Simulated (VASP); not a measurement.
# TiO2 (P4_2/mnm) in VASP: notebook, part 3 of 3

VASP 6.6.1. The steps go on from the part before.

### 4 Single point, r2SCAN

This run uses another cell than the first one, of 10.40 Å³/atom.

POSCAR

```
TiO2
1.0
    4.5969450479      0.0000000000      0.0000000000
    0.0000000000      4.5969450479      0.0000000000
    0.0000000000      0.0000000000      2.9535430796
Ti O
2 4
Direct
    0.0000000000      0.0000000000      0.0000000000
    0.5000000000      0.5000000000      0.5000000000
    0.3046314516      0.3046314516      0.0000000000
    0.1953685484      0.8046314516      0.5000000000
    0.6953685484      0.6953685484      0.0000000000
    0.8046314516      0.1953685484      0.5000000000
```

INCAR.step1

```
SYSTEM = TiO2
PREC = Accurate ; ENCUT = 520
ISMEAR = 0 ; SIGMA = 0.02
LREAL = .FALSE. ; LASPH = .TRUE.
NELM = 60 ; NBANDS = 33
GGA = PE ; ALGO = Normal
EDIFF = 1E-4 ; LWAVE = .TRUE.
LCHARG = .FALSE.
```

INCAR.step2

```
SYSTEM = TiO2
PREC = Accurate ; ENCUT = 520
EDIFF = 1E-6 ; ISMEAR = 0
SIGMA = 0.02 ; LREAL = .FALSE.
LASPH = .TRUE. ; NELM = 60
ALGO = Normal ; ISIF = 2
LWAVE = .FALSE. ; LCHARG = .TRUE.
METAGGA = R2SCAN ; LMIXTAU = .TRUE.
LELF = .TRUE. ; LVHAR = .TRUE.
NBANDS = 33 ; ISTART = 1
```

KPOINTS

```
regular mesh
0
G
  6 6 10
  0 0 0
```

Potentials or basis: VASP PAW PBE potentials, release 64 (Ti_sv, O).

The run is started by

```
$ cat potpaw_PBE.64/Ti_sv/POTCAR potpaw_PBE.64/O/POTCAR > POTCAR
$ cp INCAR.step1 INCAR
$ mpirun -np 1 vasp_std > vasp.out
$ cp INCAR.step2 INCAR
$ mpirun -np 1 vasp_std > vasp.out
```

OUTCAR:

```text
SYSTEM = TiO2
   PREC = Accurate
   ENCUT = 520
   EDIFF = 1E-6
   ISMEAR = 0
   LREAL = .FALSE.
   LASPH = .TRUE.
   NELM = 60
   ISIF = 2
   METAGGA = R2SCAN
   ISTART = 1

 ion  position               nearest neighbor table
   1  0.000  0.000  0.000-   4 1.95   6 1.95   4 1.95   6 1.95   5 1.98   3 1.98
   2  0.500  0.500  0.500-   3 1.95   5 1.95   3 1.95   5 1.95   4 1.98   6 1.98
   3  0.305  0.305  0.000-   2 1.95   2 1.95   1 1.98
   4  0.195  0.805  0.500-   1 1.95   1 1.95   2 1.98
   5  0.695  0.695  0.000-   2 1.95   2 1.95   1 1.98
   6  0.805  0.195  0.500-   1 1.95   1 1.95   2 1.98

  LATTYP: Found a simple tetragonal cell.
 ALAT       =     4.5969450479
 C/A-ratio  =     0.6425012805

  Lattice vectors:

 A1 = (   4.5969450479,   0.0000000000,   0.0000000000)
 A2 = (   0.0000000000,   4.5969450479,   0.0000000000)
 A3 = (   0.0000000000,   0.0000000000,   2.9535430796)

Analysis of symmetry for initial positions (statically):
=====================================================================
 Subroutine PRICEL returns:
 Original cell was already a primitive cell.

 Routine SETGRP: Setting up the symmetry group for a
 simple tetragonal supercell.

 Subroutine GETGRP returns: Found 16 space group operations
 (whereof  8 operations were pure point group operations)
 out of a pool of 16 trial point group operations.

The static configuration has the point symmetry D_2h.
 The point group associated with its full space group is D_4h.

Analysis of symmetry for dynamics (positions and initial velocities):
=====================================================================
 Subroutine PRICEL returns:
 Original cell was already a primitive cell.

 Routine SETGRP: Setting up the symmetry group for a
 simple tetragonal supercell.

 Subroutine GETGRP returns: Found 16 space group operations
 (whereof  8 operations were pure point group operations)
 out of a pool of 16 trial point group operations.

The dynamic configuration has the point symmetry D_2h.
 The point group associated with its full space group is D_4h.

 Subroutine INISYM returns: Found 16 space group operations
 (whereof  8 operations are pure point group operations),
 and found     1 'primitive' translations

----------------------------------------------------------------------------------------

                                     Primitive cell

  volume of cell :      62.4140

  direct lattice vectors                    reciprocal lattice vectors
     4.596945048  0.000000000  0.000000000     0.217535774  0.000000000  0.000000000
     0.000000000  4.596945048  0.000000000     0.000000000  0.217535774  0.000000000
     0.000000000  0.000000000  2.953543080     0.000000000  0.000000000  0.338576406

  length of vectors
     4.596945048  4.596945048  2.953543080     0.217535774  0.217535774  0.338576406

  position of ions in fractional coordinates (direct lattice)
     0.000000000  0.000000000  0.000000000
     0.500000000  0.500000000  0.500000000
     0.304631452  0.304631452  0.000000000
     0.195368548  0.804631452  0.500000000
     0.695368548  0.695368548  0.000000000
     0.804631452  0.195368548  0.500000000

  ion indices of the primitive-cell ions
   primitive index   ion index
[... 36 lines left out ...]
  0.166667  0.000000  0.000000      4.000000
  0.333333  0.000000  0.000000      4.000000
  0.500000  0.000000  0.000000      2.000000
  0.166667  0.166667  0.000000      4.000000
  0.333333  0.166667  0.000000      8.000000
[... 16 lines left out ...]
  0.333333  0.000000  0.200000      8.000000
  0.500000  0.000000  0.200000      4.000000
 [... further k-points ...]
   k-points           NKPTS =     60   k-points in BZ     NKDIM =     60   number of bands    NBANDS=     33
   number of dos      NEDOS =    301   number of ions     NIONS =      6
   total plane-waves  NPLWV =  31104
   dimension x,y,z NGX =    36 NGY =   36 NGZ =   24
   dimension x,y,z NGXF=    72 NGYF=   72 NGZF=   48
   ions per type =               2   4
   NGX,Y,Z   is equivalent  to a cutoff of  13.02, 13.02, 13.51 a.u.
   NGXF,Y,Z  is equivalent  to a cutoff of  26.04, 26.04, 27.02 a.u.
 SYSTEM =  TiO2
   PREC   = accura    normal or accurate (medium, high low for compatibility)
   ISTART =      1    job   : 0-new  1-cont  2-samecut
   ICHARG =      0    charge: 1-file 2-atom 10-const
   ISPIN  =      1    spin polarized calculation?
   LNONCOLLINEAR =      F non collinear calculations
   LSORBIT =      F    spin-orbit coupling
   LASPH  =      T    aspherical Exc in radial PAW
   ENCUT  =  520.0 eV  38.22 Ry    6.18 a.u.   8.55  8.55  5.49*2*pi/ulx,y,z
   NELM   =     60;   NELMIN=  2; NELMDL=  0     # of ELM steps
   EDIFF  = 0.1E-05   stopping-criterion for ELM
   LREAL  =      F    real-space projection
   EDIFFG = 0.1E-04   stopping-criterion for IOM
   NSW    =      0    number of steps for IOM
   IBRION =     -1    ionic relax: 0-MD 1-quasi-New 2-CG
   NFREE  =      0    steps in history (QN), initial steepest desc. (CG)
   ISIF   =      2    stress and relaxation
   ISYM   =      2    0-nonsym 1-usesym 2-fastsym
   POTIM  = 0.5000    time-step for ionic-motion
   TEBEG  =    0.0;   TEEND  =   0.0 temperature during run
   PSTRESS=    0.0 pullay stress
   NELECT =      48.0000    total number of electrons
   NUPDOWN=      -1.0000    fix difference up-down
   EMIN   =  10.00;   EMAX   =-10.00  energy-range for DOS
   EFERMI =   0.00;   METHOD = LEGACY
   ISMEAR =     0;   SIGMA  =   0.02  broadening in eV -4-tet -1-fermi 0-gaus
   EFERMI_NEDOS =   21; number of points for ismear=-14 and -15
   IALGO  =     38    algorithm
   IMIX   =      4    mixing-type and parameters
     AMIX     =   0.40;   BMIX     =  1.00
     AMIX_MAG =   1.60;   BMIX_MAG =  1.00
  volume/ion in A,a.u.               =      10.40        70.20
  Fermi-wavevector in a.u.,A,eV,Ry     =   1.499896  2.834393 30.608880  2.249689
  Thomas-Fermi vector in A             =   2.611467
   LORBIT       =      0    0 simple, 1 ext, 2 COOP (PROOUT), +10 PAW based schemes
   METAGGA = R2SCAN    functional components
   LHFCALC =     F    Hartree Fock is set to
   AEXX    =    0.0000 exact exchange contribution
   IVDW    =     0    specifies the selected vdW correction
   LEPSILON=     F    determine dielectric tensor
   LRPA    =     F    only Hartree local field effects (RPA)
 non-spin polarized calculation
 Gauss-broadening in eV      SIGMA  =   0.02
  energy-cutoff  :      520.00
  volume of cell :       62.41
 maximum number of plane-waves:      1698
 NGX is ok and might be reduce to    36
   NGX = 17   NGY = 17   NGZ = 11

 number of electron      48.0000021 magnetization

 Free energy of the ion-electron system (eV)
  ---------------------------------------------------
  ext. energy  EPLUGINS =         0.00000000
  ---------------------------------------------------
  free energy    TOTEN  =       -69.79422028 eV

  energy without entropy =      -69.79422028  energy(sigma->0) =      -69.79422028

 E-fermi :   4.7019     XC(G=0): -12.1566

 val. band max:        4.5429660237   @ k =   0.0000   0.0000   0.0000
 cond. band min:       6.7722010829   @ k =   0.0000   0.0000   0.0000
 fundamental gap:      2.2292350592
 Fermi energy:         4.7019304909

 k-point     1 :       0.0000    0.0000    0.0000
  band No.  band energies     occupation
      1     -54.5991      2.00000
      2     -54.5812      2.00000
      3     -29.8659      2.00000
      4     -29.8659      2.00000
      5     -29.6874      2.00000
      6     -29.6874      2.00000
[... 853 lines left out ...]
     32      10.2064      0.00000
     33      11.4310      0.00000

 [... further k-points ...]

------------------------ aborting loop because EDIFF is reached ----------------------------------------

  FORCE on cell =-STRESS in cart. coord.  units (eV):
  Direction    XX          YY          ZZ          XY          YZ          ZX
  --------------------------------------------------------------------------------------
  -------------------------------------------------------------------------------------
  Total        0.4027182      0.4027182      0.6838993      0.0000000      0.0000000      0.0000000
  in kB       10.3378433     10.3378433     17.5558086      0.0000000      0.0000000      0.0000000
  external PRESSURE =      12.7438317 kB  Pullay stress =       0.0000000 kB

 VOLUME and BASIS-vectors are now :
 -----------------------------------------------------------------------------
  energy-cutoff  :      520.00
  volume of cell :       62.41
      direct lattice vectors                 reciprocal lattice vectors
     4.596945048  0.000000000  0.000000000     0.217535774  0.000000000  0.000000000
     0.000000000  4.596945048  0.000000000     0.000000000  0.217535774  0.000000000
     0.000000000  0.000000000  2.953543080     0.000000000  0.000000000  0.338576406

 POSITION                                       TOTAL-FORCE (eV/Angst)
 -----------------------------------------------------------------------------------
      0.00000      0.00000      0.00000         0.000000      0.000000     -0.000000
      2.29847      2.29847      1.47677         0.000000      0.000000     -0.000000
      1.40037      1.40037      0.00000        -0.025591     -0.025591      0.000000
      0.89810      3.69885      1.47677         0.025591     -0.025591     -0.000000
      3.19657      3.19657      0.00000         0.025591      0.025591     -0.000000
      3.69885      0.89810      1.47677        -0.025591      0.025591     -0.000000
 -----------------------------------------------------------------------------------
    total drift:                                0.000000      0.000000      0.000000

  FREE ENERGIE OF THE ION-ELECTRON SYSTEM (eV)
  ---------------------------------------------------
  free  energy   TOTEN  =       -69.7942202835 eV

  energy  without entropy=      -69.7942202835  energy(sigma->0) =      -69.79422028
```

Run time: 4.5 min. Hardware: 1 thread of Intel Xeon Platinum 8488C (Sapphire Rapids), shared host; peak memory 0.24 GiB.

What came out:

- Free energy: -69.7942 eV
- Pressure: 1.3 GPa
- Largest force: 0.036 eV/Å
- Band gap on the k mesh: 2.23 eV

Forces on the atoms (eV/Å):
```
Ti   0.000  0.000  0.000
Ti   0.000  0.000  0.000
O   -0.026 -0.026  0.000
O    0.026 -0.026  0.000
O    0.026  0.026  0.000
O   -0.026  0.026  0.000
```

Levels at points of the mesh, in eV from the valence-band top:
```tsv
k point	band 20	band 21	band 22	band 23	band 24	band 25	band 26	band 27	band 28	band 29
(0.00, 0.00, 0.00)	-2.07	-0.76	-0.49	-0.49	0.00	2.23	2.55	2.79	2.88	2.88
(0.50, 0.00, 0.00)	-3.15	-1.70	-1.70	-0.77	-0.77	2.92	2.92	3.41	3.41	3.95
(0.50, 0.50, 0.00)	-2.21	-1.38	-1.38	-1.13	-1.13	2.27	2.27	2.90	2.90	4.21
(0.00, 0.00, 0.50)	-2.89	-2.40	-2.40	-1.48	-1.48	3.33	3.33	3.59	3.59	4.05
(0.50, 0.00, 0.50)	-2.47	-2.08	-2.08	-1.09	-1.09	2.29	2.29	3.62	3.62	4.29
(0.50, 0.50, 0.50)	-2.86	-1.32	-1.32	-0.72	-0.72	2.97	2.97	3.60	3.60	3.64
```

Caveat: the PAW data sets were made with another functional, which shifts forces and pressure a little. A k mesh can miss the band edges.

### 5 The runs side by side

| cell | gap on the mesh (eV) | pressure (GPa) | largest force (eV/Å) |
| --- | --- | --- | --- |
| a = 4.485, b = 4.485, c = 2.916 Å, 6 atoms, atomic positions A | 2.31 | 18.1 | 0.01 |
| a = 4.542, b = 4.542, c = 2.935 Å, 6 atoms, atomic positions B | 2.26 | 8.9 | 0.02 |
| a = 4.597, b = 4.597, c = 2.954 Å, 6 atoms, atomic positions C | 2.23 | 1.3 | 0.04 |

Alike in all rows: task single point; level r2SCAN; potentials or basis VASP PAW PBE potentials, release 64 (Ti_sv, O); no spin polarisation; k mesh 6 × 6 × 10; cutoff (eV) 520; smearing gaussian 0.02 eV.

Caveats: the PAW data sets were made with another functional, which shifts forces and pressure a little; the cell stands under pressure (at least some runs).

Total energies depend on the potentials used, so only differences within one code and one set of settings carry meaning.
